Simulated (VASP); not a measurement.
# Al2Pt: relaxation of cell and atoms with PBE

Al2Pt:

```xyz
3
Lattice="0.0000 2.9492 2.9492 2.9492 0.0000 2.9492 2.9492 2.9492 0.0000" Properties=species:S:1:pos:R:3 pbc="T T T"
Al    1.4746    1.4746    1.4746
Al    4.4238    4.4238    4.4238
Pt    0.0000    0.0000    0.0000
```

```json
{
 "Program": "VASP 6.6.1",
 "Task": "relaxation of cell and atoms",
 "Functional": "PBE",
 "Potentials or basis": "VASP PAW PBE potentials, release 64 (Al, Pt)",
 "Cutoff": "500 eV",
 "k mesh": "6 × 6 × 6",
 "Occupations": "gaussian, width 0.1 eV",
 "Spin": "no spin polarisation",
 "Dipole correction": "no",
 "Further INCAR settings": "ALGO = Normal; EDIFF = 1e-07; IBRION = 2; EDIFFG = -0.04; NSW = 60; ISIF = 3"
}
```

```yaml
Relaxed_volume: 17.49 Å³/atom
Relaxed_cell: a = 4.202 Å, b = 4.202 Å, c = 4.202 Å, α = 60.00°, β = 60.00°, γ = 60.00°
Space_group_after_relaxing_to_0.05_Å: Fm-3m (No. 225)
Energy_gained_by_relaxing: 3.6 meV/atom
Ionic_steps: 3
Pressure_after_relaxing: 0.0 GPa
Band_gap_on_the_k_mesh: zero (band 8 reaches 11.52 eV, above the bottom of band 9 at 6.13 eV)
```

The path:
```tsv
step	energy change (eV)	largest force (eV/Å)	pressure (GPa)	volume (Å³)
1	0.0000	0.0000	3.08	51.30
2	0.0020	0.0000	-3.06	53.78
3	-0.0109	0.0000	0.01	52.47
```

Final structure:
```
Al Pt
1.0
     0.00000    2.97136    2.97136
     2.97136    0.00000    2.97136
     2.97136    2.97136    0.00000
Al Pt
2 1
Cartesian
  1.4857 1.4857 1.4857
  4.4570 4.4570 4.4570
  0.0000 0.0000 0.0000
```

Levels at points of the mesh, in eV from the Fermi level:
```tsv
k point	band 5	band 6	band 7	band 8	band 9	band 10	band 11	band 12
(0.00, 0.00, 0.00)	-3.66	-3.66	2.81	3.78	3.78	3.78	5.29	5.29
(0.50, 0.00, 0.00)	-3.69	-3.45	-3.45	0.99	0.99	3.71	5.06	5.06
(0.50, 0.50, 0.00)	-3.75	-3.39	-3.18	-1.60	-1.60	3.00	3.33	8.04
```

It took 21 s on 1 thread of Intel(R) Xeon(R) Platinum 8488C (Sapphire Rapids), on a shared host, peak memory 0.18 GiB.

Caveat: spin-orbit coupling is left out, which moves the levels of the heavy elements.
